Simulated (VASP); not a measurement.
Set up this calculation in VASP 6.6.1, as the native input.

```yaml
Task: single point
Functional: r2SCAN
Potentials_or_basis: VASP PAW PBE potentials, release 64 (Sr_sv, Ti_sv, O)
Cutoff: 520 eV
k_mesh: 6 × 6 × 6
Occupations: gaussian, width 0.01 eV
Spin: no spin polarisation
Dipole_correction: no
Further_INCAR_settings: ALGO = Normal; EDIFF = 1e-07; NBANDS = 28
```

The system is SrTiO3.

```
Sr Ti O
1.0
     3.82710    0.00000    0.00000
     0.00000    3.82710    0.00000
     0.00000    0.00000    3.82710
Sr Ti O
1 1 3
Cartesian
  0.0000 0.0000 0.0000
  1.9135 1.9135 1.9135
  1.9135 0.0000 1.9135
  1.9135 1.9135 0.0000
  0.0000 1.9135 1.9135
```

One way to write it, as run:

POSCAR

```
SrTiO3
1.0
    3.8270974609      0.0000000000      0.0000000000
    0.0000000000      3.8270974609      0.0000000000
    0.0000000000      0.0000000000      3.8270974609
Sr Ti O
1 1 3
Direct
    0.0000000000      0.0000000000      0.0000000000
    0.5000000000      0.5000000000      0.5000000000
    0.5000000000      0.0000000000      0.5000000000
    0.5000000000      0.5000000000      0.0000000000
    0.0000000000      0.5000000000      0.5000000000
```

INCAR.step1

```
SYSTEM = SrTiO3
ALGO = Normal
EDIFF = 1E-4
ENCUT = 520
GGA = PE
ISMEAR = 0
LASPH = .True.
LCHARG = .False.
LREAL = .False.
LWAVE = .True.
NBANDS = 28
NELM = 80
PREC = Accurate
SIGMA = 0.01
```

INCAR.step2

```
SYSTEM = SrTiO3
ALGO = Normal
EDIFF = 1E-7
ENCUT = 520
ISIF = 2
ISMEAR = 0
ISTART = 1
LASPH = .True.
LCHARG = .False.
LMIXTAU = .True.
LREAL = .False.
LWAVE = .False.
METAGGA = R2SCAN
NBANDS = 28
NELM = 80
PREC = Accurate
SIGMA = 0.01
```

KPOINTS

```
k-points
0
Gamma
  6 6 6
  0 0 0
```

Potentials or basis: VASP PAW PBE potentials, release 64 (Sr_sv, Ti_sv, O).

Run with:

```bash
$ cat potpaw_PBE.64/Sr_sv/POTCAR potpaw_PBE.64/Ti_sv/POTCAR potpaw_PBE.64/O/POTCAR > POTCAR
$ cp INCAR.step1 INCAR
$ mpirun -np 1 vasp_std > vasp.out
$ cp INCAR.step2 INCAR
$ mpirun -np 1 vasp_std > vasp.out
```

It gave:

```json
{
  "Pressure": "14.5 GPa",
  "Band gap on the k mesh": "2.41 eV (least direct gap 2.75 eV)"
}
```

Caveat: the cell stands under pressure; the PAW data sets were made with another functional, which shifts forces and pressure a little.

Run time: 4 min on 1 thread of Intel Xeon 8259CL, with other jobs on the host, peak memory 0.19 GiB.
